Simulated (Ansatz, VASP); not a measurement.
One calculation of Re, two programs

INCAR

```
ALGO = Normal ; EDIFF = 1E-8
ENCUT = 520 ; GGA = PS
ISIF = 2 ; ISMEAR = -1
LASPH = True ; LCHARG = False
LEFG = True ; LREAL = False
LWAVE = False ; NBANDS = 18
NELM = 80 ; PREC = Accurate
SIGMA = 0.05
```

The input KPOINTS:

```
k-points
0
Gamma
  15 15 15
```

POSCAR

```
Re
1.0
    1.3746347977      0.7936457705      6.6536496326
   -1.3746347977      0.7936457705      6.6536496326
    0.0000000000     -1.5872915410      6.6536496326
Re
3
Direct
    0.0000000000      0.0000000000      0.0000000000
    0.2221738800      0.2221738800      0.2221738800
    0.7778261200      0.7778261200      0.7778261200
```

Input for Ansatz:

```yaml
crystal:
  lattice:
    - [1.3746347977, 0.7936457705, 6.6536496326]
    - [-1.3746347977, 0.7936457705, 6.6536496326]
    - [0.0, -1.587291541, 6.6536496326]
  atoms:
    - { symbol: Re, position: [0.0, 0.0, 0.0] }
    - { symbol: Re, position: [0.22217388, 0.22217388, 0.22217388] }
    - { symbol: Re, position: [0.77782612, 0.77782612, 0.77782612] }
kpoints:
  mp_grid: { grid: [15, 15, 15] }
scf:
  occupations: { method: fermi_dirac, width: 0.05 }
hamiltonian:
  xc: pbesol
  pseudopotentials: { kind: paw }
output:
  forces: true
  stress: true
  eigenvalues: true
  efg: { contact_densities: true }
```

Change from the starting cell: volume scaled by 0.98, PAW files.

Alike in both runs: task electric field gradients; functional PBEsol; k mesh 15 × 15 × 15; occupations fermi-dirac, width 0.05 eV; no spin polarisation.

```csv
,VASP,Ansatz
version,VASP 6.6.1,Ansatz 0.2.0
potentials or method,"VASP PAW PBE potentials, release 64 (Re)","PAW with Ansatz's default frozen-core files, scalar-relativistic"
plane-wave cutoff (eV),520,420
valence electrons in the cell,21,45
```

```csv
,VASP,Ansatz,Ansatz less VASP
pressure (GPa),1.2,1.2,-0.05
"traceless stress, the component that is largest in VASP (GPa)",-0.69,-0.64,+0.050
rms of the force components (eV/Å),0.015,0.015,+0.0002
size of Vzz on the site where it differs most (V/Å²),36.0,21.0,-15.05
```

VASP's potentials were made for PBE, not for PBEsol. Atom by atom the forces differ by 0.000 eV/Å (rms over components). With one functional, cell and mesh, what is left measures potentials, basis and numerics. VASP's potentials hold 21 valence electrons a cell and Ansatz's 45, so a difference there can come from the potentials and not from the codes.

Neither program's run includes spin-orbit coupling.
